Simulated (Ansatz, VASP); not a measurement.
**K: VASP beside Ansatz**

File INCAR:

```
PREC = Accurate
ENCUT = 520
EDIFF = 1E-6
ISMEAR = 0
SIGMA = 0.1
LREAL = F
LASPH = T
NELM = 100
ALGO = Normal
ISIF = 2
LWAVE = F
LCHARG = F
GGA = PE
NBANDS = 20
```

Contents of KPOINTS:

```
Automatic mesh
0
Gamma
  12 12 12
```

POSCAR

```
K
1.0
    2.3588476691      1.3618813367     10.7731285821
   -2.3588476691      1.3618813367     10.7731285821
    0.0000000000     -2.7237626735     10.7731285821
K
3
Direct
    0.0000000000      0.0000000000      0.0000000000
    0.7812493278      0.7812493278      0.7812493278
    0.2187506722      0.2187506722      0.2187506722
```

Input for Ansatz:

```yaml
crystal:
  lattice:
    - [2.3588476691, 1.3618813367, 10.7731285821]
    - [-2.3588476691, 1.3618813367, 10.7731285821]
    - [0.0, -2.7237626735, 10.7731285821]
  atoms:
    - { symbol: K, position: [0.0, 0.0, 0.0] }
    - { symbol: K, position: [0.7812493278, 0.7812493278, 0.7812493278] }
    - { symbol: K, position: [0.2187506722, 0.2187506722, 0.2187506722] }
basis:
  ecutwfc: 420
kpoints:
  mp_grid: { grid: [12, 12, 12] }
hamiltonian:
  xc: pbe
scf:
  occupations: { method: gaussian, width: 0.1 }
output:
  forces: true
  stress: true
  eigenvalues: true
  populations: true
  write_density: true
  write_potential: true
  elf: true
  volumetric_format: npy
```

Alike in both runs: task single point; functional PBE; k mesh 12 × 12 × 12; occupations gaussian, width 0.1 eV; no spin polarisation.

|  | VASP | Ansatz |
| --- | --- | --- |
| version | VASP 6.6.1 | Ansatz 0.2.0 |
| potentials or method | VASP PAW PBE potentials, release 64 (K_sv), cutoff 520 eV | scalar-relativistic, plane waves, PAW |
| valence electrons in the cell | 27 | 27 |

|  | VASP | Ansatz | Ansatz less VASP |
| --- | --- | --- | --- |
| gap on the k mesh at the Fermi level (eV) | none | none | - |
| pressure (GPa) | 0.3 | 0.3 | +0.01 |
| traceless stress, the component that is largest in VASP (GPa) | 0.25 | 0.25 | 0.000 |
| rms of the force components (eV/Å) | 0.051 | 0.051 | -0.0002 |

Atom by atom the forces differ by 0.000 eV/Å (rms over components). A gap of «none» marks a metal or a gap that the smearing closes. The functional is the same, so the differences come from potentials, cutoffs and numerics.
